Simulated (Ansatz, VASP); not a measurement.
**Mg3ZrN: VASP beside Ansatz**

```xyz
5
Lattice="4.9896 0.0000 0.0000 -2.4948 4.3211 0.0000 0.0000 0.0000 7.0189" Properties=species:S:1:pos:R:3 pbc="T T T"
Mg    0.0000    2.8808    2.0259
Mg    2.4948    1.4404    2.0259
Mg    0.0000    0.0000    3.7655
Zr    0.0000    0.0000    0.5069
N     0.0000    0.0000    5.7155
```

Alike in both runs: functional PBE; k mesh 6 × 6 × 2; occupations gaussian, width 0.1 eV; no spin polarisation.

Ansatz relaxed the structure, and its values are those at the end. VASP's run is a single point on that final structure, the one shown.

|  | VASP | Ansatz |
| --- | --- | --- |
| version | VASP 6.6.1 | Ansatz 0.2.0 |
| potentials or method | VASP PAW PBE potentials, release 64 (Mg, Zr_sv, N), cutoff 520 eV | scalar-relativistic, plane waves, PAW |
| valence electrons in the cell | 23 | 47 |

```csv
,VASP,Ansatz,Ansatz less VASP
gap on the k mesh at the Fermi level (eV),none,none,-
pressure (GPa),0.3,0.2,-0.04
rms of the force components (eV/Å),0.047,0.005,-0.0413
```

A gap of «none» marks a metal or a gap that the smearing closes. The functional is the same, so the differences come from potentials, cutoffs and numerics. VASP's potentials hold 23 valence electrons a cell and Ansatz's 47, so a difference there can come from the potentials and not from the codes.

The k mesh is coarse, so the values compare programs but aren't converged.
